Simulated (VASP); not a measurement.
# Ni (Fm-3m) in VASP: further runs

Ni is run at these levels: PBE; tasks: single point.

All numbers are computed with VASP 6.6.1; they aren't measurements. Logs are shortened: lines on timing, memory, paths and dates and some standing lists are left out, and cuts for length are marked.

### 1 The cell of the first run

It takes space group Fm-3m (No. 225, cubic). The conventional cell has a = 3.524 Å, b = 3.524 Å, c = 3.524 Å, α = 90.00°, β = 90.00°, γ = 90.00°. Within 3.3 Å of Ni (site symmetry m-3m) lie 12 Ni at 2.49 Å.

### 2 Single point, PBE, collinear spin, ferromagnetic start

File INCAR:

```
PREC = Accurate ; ENCUT = 600
EDIFF = 1E-6 ; ISMEAR = -1
SIGMA = 0.1 ; LREAL = F
LASPH = T ; NELM = 200
ALGO = Normal ; ISIF = 2
LWAVE = F ; LCHARG = T
ISPIN = 2 ; MAGMOM = 2
LORBIT = 11 ; LMAXMIX = 4
GGA = PE ; LELF = T
LVHAR = T ; NBANDS = 15
GGA_COMPAT = F
```

File KPOINTS:

```
Automatic mesh
0
Gamma
  16 16 16
```

File POSCAR:

```
Ni
1.0
    0.0000000000      1.7619350000      1.7619350000
    1.7619350000      0.0000000000      1.7619350000
    1.7619350000      1.7619350000      0.0000000000
Ni
1
Direct
    0.0000000000      0.0000000000      0.0000000000
```

Potentials or basis: VASP PAW PBE potentials, release 64 (Ni).

Run with:

```sh
cat potpaw_PBE.64/Ni/POTCAR > POTCAR
mpirun -np 1 vasp_std > vasp.out
```

OUTCAR:

```text
PREC = Accurate
   ENCUT = 600
   EDIFF = 1E-6
   ISMEAR = -1
   LREAL = F
   LASPH = T
   NELM = 200
   ISIF = 2
   ISPIN = 2
   LORBIT = 11
   GGA = PE

 ion  position               nearest neighbor table
   1  0.000  0.000  0.000-

  LATTYP: Found a face centered cubic cell.
 ALAT       =     3.5238700000

  Lattice vectors:

 A1 = (   0.0000000000,   1.7619350000,   1.7619350000)
 A2 = (   1.7619350000,   0.0000000000,   1.7619350000)
 A3 = (   1.7619350000,   1.7619350000,   0.0000000000)

Analysis of symmetry for initial positions (statically):
=====================================================================
 Subroutine PRICEL returns:
 Original cell was already a primitive cell.

 Routine SETGRP: Setting up the symmetry group for a
 face centered cubic supercell.

 Subroutine GETGRP returns: Found 48 space group operations
 (whereof 48 operations were pure point group operations)
 out of a pool of 48 trial point group operations.

The static configuration has the point symmetry O_h .

Analysis of symmetry for dynamics (positions and initial velocities):
=====================================================================
 Subroutine PRICEL returns:
 Original cell was already a primitive cell.

 Routine SETGRP: Setting up the symmetry group for a
 face centered cubic supercell.

 Subroutine GETGRP returns: Found 48 space group operations
 (whereof 48 operations were pure point group operations)
 out of a pool of 48 trial point group operations.

The dynamic configuration has the point symmetry O_h .

Analysis of structural, dynamic, and magnetic symmetry:
=====================================================================
 Subroutine PRICEL returns:
 Original cell was already a primitive cell.

 Routine SETGRP: Setting up the symmetry group for a
 face centered cubic supercell.

 Subroutine GETGRP returns: Found 48 space group operations
 (whereof 48 operations were pure point group operations)
 out of a pool of 48 trial point group operations.

The overall configuration has the point symmetry O_h .

 Subroutine INISYM returns: Found 48 space group operations
 (whereof 48 operations are pure point group operations),
 and found     1 'primitive' translations

----------------------------------------------------------------------------------------

                                     Primitive cell

  volume of cell :      10.9396

  direct lattice vectors                    reciprocal lattice vectors
     0.000000000  1.761935000  1.761935000    -0.283778914  0.283778914  0.283778914
     1.761935000  0.000000000  1.761935000     0.283778914 -0.283778914  0.283778914
     1.761935000  1.761935000  0.000000000     0.283778914  0.283778914 -0.283778914

  length of vectors
     2.491752373  2.491752373  2.491752373     0.491519496  0.491519496  0.491519496

  position of ions in fractional coordinates (direct lattice)
     0.000000000  0.000000000  0.000000000

  ion indices of the primitive-cell ions
   primitive index   ion index
                 1           1

----------------------------------------------------------------------------------------

 KPOINTS: Automatic mesh

Automatic generation of k-mesh.
 Grid dimensions read from file:
 generate k-points for:   16   16   16

 Generating k-lattice:

  Cartesian coordinates                     Fractional coordinates (reciprocal lattice)
    -0.017736182  0.017736182  0.017736182     0.062500000  0.000000000  0.000000000
     0.017736182 -0.017736182  0.017736182     0.000000000  0.062500000  0.000000000
     0.017736182  0.017736182 -0.017736182     0.000000000  0.000000000  0.062500000

  Length of vectors
     0.030719969  0.030719969  0.030719969

  Shift w.r.t. Gamma in fractional coordinates (k-lattice)
     0.000000000  0.000000000  0.000000000

 Subroutine IBZKPT returns following result:
 ===========================================

 Found    145 irreducible k-points:

 Following reciprocal coordinates:
            Coordinates               Weight
  0.000000  0.000000  0.000000      1.000000
  0.062500  0.000000  0.000000      8.000000
  0.125000  0.000000  0.000000      8.000000
  0.187500  0.000000  0.000000      8.000000
  0.250000  0.000000  0.000000      8.000000
  0.312500  0.000000  0.000000      8.000000
[... 16 lines left out ...]
 -0.125000  0.062500  0.000000     24.000000
 -0.062500  0.062500  0.000000     12.000000
 [... further k-points ...]
   k-points           NKPTS =    145   k-points in BZ     NKDIM =    145   number of bands    NBANDS=     15
   number of dos      NEDOS =    301   number of ions     NIONS =      1
   total plane-waves  NPLWV =   8000
   dimension x,y,z NGX =    20 NGY =   20 NGZ =   20
   dimension x,y,z NGXF=    40 NGYF=   40 NGZF=   40
   ions per type =               1
   NGX,Y,Z   is equivalent  to a cutoff of  13.34, 13.34, 13.34 a.u.
   NGXF,Y,Z  is equivalent  to a cutoff of  26.69, 26.69, 26.69 a.u.
 SYSTEM =  unknown system
   PREC   = accura    normal or accurate (medium, high low for compatibility)
   ISTART =      0    job   : 0-new  1-cont  2-samecut
   ICHARG =      2    charge: 1-file 2-atom 10-const
   ISPIN  =      2    spin polarized calculation?
   LNONCOLLINEAR =      F non collinear calculations
   LSORBIT =      F    spin-orbit coupling
   LASPH  =      T    aspherical Exc in radial PAW
   ENCUT  =  600.0 eV  44.10 Ry    6.64 a.u.   4.98  4.98  4.98*2*pi/ulx,y,z
   NELM   =    200;   NELMIN=  2; NELMDL= -5     # of ELM steps
   EDIFF  = 0.1E-05   stopping-criterion for ELM
   LREAL  =      F    real-space projection
   EDIFFG = 0.1E-04   stopping-criterion for IOM
   NSW    =      0    number of steps for IOM
   IBRION =     -1    ionic relax: 0-MD 1-quasi-New 2-CG
   NFREE  =      0    steps in history (QN), initial steepest desc. (CG)
   ISIF   =      2    stress and relaxation
   ISYM   =      2    0-nonsym 1-usesym 2-fastsym
   POTIM  = 0.5000    time-step for ionic-motion
   TEBEG  =    0.0;   TEEND  =   0.0 temperature during run
   PSTRESS=    0.0 pullay stress
   NELECT =      10.0000    total number of electrons
   NUPDOWN=      -1.0000    fix difference up-down
   EMIN   =  10.00;   EMAX   =-10.00  energy-range for DOS
   EFERMI =   0.00;   METHOD = LEGACY
   ISMEAR =    -1;   SIGMA  =   0.10  broadening in eV -4-tet -1-fermi 0-gaus
   EFERMI_NEDOS =   21; number of points for ismear=-14 and -15
   IALGO  =     38    algorithm
   IMIX   =      4    mixing-type and parameters
     AMIX     =   0.40;   BMIX     =  1.00
     AMIX_MAG =   1.60;   BMIX_MAG =  1.00
  volume/ion in A,a.u.               =      10.94        73.82
  Fermi-wavevector in a.u.,A,eV,Ry     =   1.588821  3.002436 34.345893  2.524352
  Thomas-Fermi vector in A             =   2.687765
   LORBIT       =     11    0 simple, 1 ext, 2 COOP (PROOUT), +10 PAW based schemes
   GGA     = PE    functional components
   LHFCALC =     F    Hartree Fock is set to
   AEXX    =    0.0000 exact exchange contribution
   IVDW    =     0    specifies the selected vdW correction
   LEPSILON=     F    determine dielectric tensor
   LRPA    =     F    only Hartree local field effects (RPA)
 spin polarized calculation
  energy-cutoff  :      600.00
  volume of cell :       10.94
 maximum number of plane-waves:       380
   NGX =  9   NGY =  9   NGZ =  9

 number of electron      10.0000010 magnetization       0.6015896

 Free energy of the ion-electron system (eV)
  ---------------------------------------------------
  ext. energy  EPLUGINS =         0.00000000
  ---------------------------------------------------
  free energy    TOTEN  =        -5.49797488 eV

  energy without entropy =       -5.44355083  energy(sigma->0) =       -5.47076285

 E-fermi :   9.2877     XC(G=0): -13.2227

 val. band max:        9.2871886377   @ k =  -0.3750   0.3125   0.0000
 cond. band min:       9.2878704282   @ k =   0.3750   0.1250   0.0000
 fundamental gap:      0.0006817906
 Fermi energy:         9.2876777867

 spin component 1

 k-point     1 :       0.0000    0.0000    0.0000
  band No.  band energies     occupation
      1       0.3265      1.00000
      2       6.9042      1.00000
      3       6.9042      1.00000
      4       6.9042      1.00000
      5       8.0562      1.00000
      6       8.0562      1.00000
      7      32.9752      0.00000
      8      36.7919      0.00000
      9      36.7919      0.00000
     10      36.7919      0.00000
     11      39.7194      0.00000
     12      39.7194      0.00000
     13      39.7194      0.00000
     14      42.6904      0.00000
     15      48.9344      0.00000

 k-point     2 :       0.0625    0.0000    0.0000
  band No.  band energies     occupation
      1       0.4787      1.00000
      2       6.8652      1.00000
      3       6.9379      1.00000
      4       6.9379      1.00000
      5       8.0419      1.00000
      6       8.0419      1.00000
      7      32.4532      0.00000
      8      35.0153      0.00000
      9      36.4283      0.00000
     10      36.4283      0.00000
     11      40.2576      0.00000
     12      40.2576      0.00000
     13      40.7956      0.00000
     14      43.9519      0.00000
     15      47.5009      0.00000
[... 365 lines left out ...]
      3       7.0870      1.00000
      4       7.0913      1.00000
      5       7.9014      1.00000
      6       8.1074      0.99999
      7      29.0722      0.00000
      8      31.8196      0.00000
      9      35.5204      0.00000
     10      37.4547      0.00000
     11      39.3579      0.00000
     12      40.4813      0.00000
     13      43.0825      0.00000
     14      44.4385      0.00000
     15      46.6211      0.00000

 k-point    24 :      -0.0625    0.0625    0.0000
  band No.  band energies     occupation
      1       0.7297      1.00000
      2       6.7939      1.00000
      3       6.9864      1.00000
      4       7.0046      1.00000
      5       7.9734      1.00000
      6       8.0710      0.99999
      7      31.6029      0.00000
      8      33.2223      0.00000
      9      35.5396      0.00000
     10      37.3680      0.00000
     11      39.8897      0.00000
     12      40.0016      0.00000
     13      42.9676      0.00000
     14      45.0593      0.00000
     15      45.4854      0.00000

 [... further k-points ...]

 spin component 2

 k-point     1 :       0.0000    0.0000    0.0000
  band No.  band energies     occupation
      1       0.2920      1.00000
      2       7.6184      1.00000
      3       7.6184      1.00000
      4       7.6184      1.00000
      5       8.6323      0.99858
      6       8.6323      0.99858
      7      32.8160      0.00000
      8      36.7768      0.00000
      9      36.7768      0.00000
     10      36.7768      0.00000
     11      39.8131      0.00000
     12      39.8131      0.00000
     13      39.8131      0.00000
     14      42.5649      0.00000
     15      49.1178      0.00000

 k-point     2 :       0.0625    0.0000    0.0000
  band No.  band energies     occupation
      1       0.4444      1.00000
      2       7.5744      1.00000
      3       7.6535      1.00000
      4       7.6535      1.00000
      5       8.6172      0.99878
      6       8.6172      0.99878
      7      32.3490      0.00000
      8      34.9948      0.00000
      9      36.4391      0.00000
     10      36.4391      0.00000
     11      40.3201      0.00000
     12      40.3201      0.00000
     13      40.7932      0.00000
     14      43.8845      0.00000
     15      47.6578      0.00000
[... 365 lines left out ...]
      3       7.7954      1.00000
      4       7.8073      1.00000
      5       8.4710      0.99972
      6       8.6976      0.99727
      7      29.1256      0.00000
      8      31.8294      0.00000
      9      35.4670      0.00000
     10      37.4702      0.00000
     11      39.3201      0.00000
     12      40.5176      0.00000
     13      43.2500      0.00000
     14      44.3886      0.00000
     15      46.8102      0.00000

 k-point    24 :      -0.0625    0.0625    0.0000
  band No.  band energies     occupation
      1       0.6958      1.00000
      2       7.4956      1.00000
      3       7.7050      1.00000
      4       7.7191      1.00000
      5       8.5443      0.99941
      6       8.6492      0.99832
      7      31.5618      0.00000
      8      33.2439      0.00000
      9      35.5079      0.00000
     10      37.3531      0.00000
     11      39.9778      0.00000
     12      39.9858      0.00000
     13      42.9526      0.00000
     14      45.2086      0.00000
     15      45.4827      0.00000

 [... further k-points ...]

------------------------ aborting loop because EDIFF is reached ----------------------------------------

  FORCE on cell =-STRESS in cart. coord.  units (eV):
  Direction    XX          YY          ZZ          XY          YZ          ZX
  --------------------------------------------------------------------------------------
  -------------------------------------------------------------------------------------
  Total       -0.0442906     -0.0442906     -0.0442906      0.0000000      0.0000000     -0.0000000
  in kB       -6.4866855     -6.4866855     -6.4866855      0.0000000      0.0000000     -0.0000000
  external PRESSURE =      -6.4866855 kB  Pullay stress =       0.0000000 kB

 VOLUME and BASIS-vectors are now :
 -----------------------------------------------------------------------------
  energy-cutoff  :      600.00
  volume of cell :       10.94
      direct lattice vectors                 reciprocal lattice vectors
     0.000000000  1.761935000  1.761935000    -0.283778914  0.283778914  0.283778914
     1.761935000  0.000000000  1.761935000     0.283778914 -0.283778914  0.283778914
     1.761935000  1.761935000  0.000000000     0.283778914  0.283778914 -0.283778914

 POSITION                                       TOTAL-FORCE (eV/Angst)
 -----------------------------------------------------------------------------------
      0.00000      0.00000      0.00000        -0.000000     -0.000000     -0.000000
 -----------------------------------------------------------------------------------
    total drift:                                0.000000      0.000000      0.000000

  FREE ENERGIE OF THE ION-ELECTRON SYSTEM (eV)
  ---------------------------------------------------
  free  energy   TOTEN  =        -5.4979748762 eV

  energy  without entropy=       -5.4435508285  energy(sigma->0) =       -5.47076285

 total charge

# of ion       s       p       d       tot
------------------------------------------
    1        0.495   0.493   8.313   9.300

 magnetization (x)

# of ion       s       p       d       tot
------------------------------------------
    1       -0.007  -0.024   0.643   0.613
```

Wall time 35 s (1 thread of Intel Xeon Platinum 8559C (Emerald Rapids), shared host); peak memory 0.16 GiB.

Results:

* Free energy: -5.4980 eV
* Pressure: -0.6 GPa
* Net moment: 0.60 μB per cell
* Site moments: Ni +0.61 μB
* Valence electrons inside the program's atomic spheres: Ni 9.30

### 3 Single point, PBE, collinear spin, ferromagnetic start

File INCAR:

```
SYSTEM = Ni
ALGO = Normal
EDIFF = 1E-6
ENCUT = 600
GGA = PE
GGA_COMPAT = .FALSE.
ISIF = 2
ISMEAR = -1
ISPIN = 2
LASPH = .TRUE.
LCHARG = .FALSE.
LMAXMIX = 4
LORBIT = 11
LREAL = .FALSE.
LWAVE = .FALSE.
MAGMOM = 2
NBANDS = 15
NELM = 200
PREC = Accurate
SIGMA = 0.1
```

File KPOINTS:

```
k-points
0
G
  16 16 16
  0 0 0
```

POSCAR is that of step 2.

Potentials or basis: VASP PAW PBE potentials, release 64 (Ni).

Run with:

```sh
cat potpaw_PBE.64/Ni/POTCAR > POTCAR
mpirun -np 1 vasp_std > vasp.out
```

Run time: 36 s. Hardware: 1 thread of Intel Xeon Platinum 8559C (Emerald Rapids), shared host; peak memory 0.16 GiB.

Results (log left out):

```
Free energy                                           : -5.4980 eV
Pressure                                              : -0.6 GPa
Net moment                                            : 0.60 μB per cell
Site moments                                          : Ni +0.61 μB
Valence electrons inside the program's atomic spheres : Ni 9.30
```

Levels at points of the mesh, in eV from the Fermi level:
Spin up:
```csv
k point,band 2,band 3,band 4,band 5,band 6,band 7,band 8,band 9
"(0.00, 0.00, 0.00)",-2.38,-2.38,-2.38,-1.23,-1.23,23.69,27.50,27.50
"(0.50, 0.00, 0.00)",-2.37,-2.37,-0.57,-0.57,-0.27,5.65,22.18,24.59
"(0.50, 0.50, 0.00)",-4.13,-0.53,-0.44,-0.44,2.46,9.19,14.79,14.79
```
Spin down:
| k point | band 3 | band 4 | band 5 | band 6 | band 7 | band 8 |
| --- | --- | --- | --- | --- | --- | --- |
| (0.00, 0.00, 0.00) | -1.67 | -1.67 | -0.66 | -0.66 | 23.53 | 27.49 |
| (0.50, 0.00, 0.00) | -1.78 | -0.33 | 0.15 | 0.15 | 6.05 | 22.04 |
| (0.50, 0.50, 0.00) | 0.07 | 0.38 | 0.38 | 2.42 | 9.42 | 14.79 |
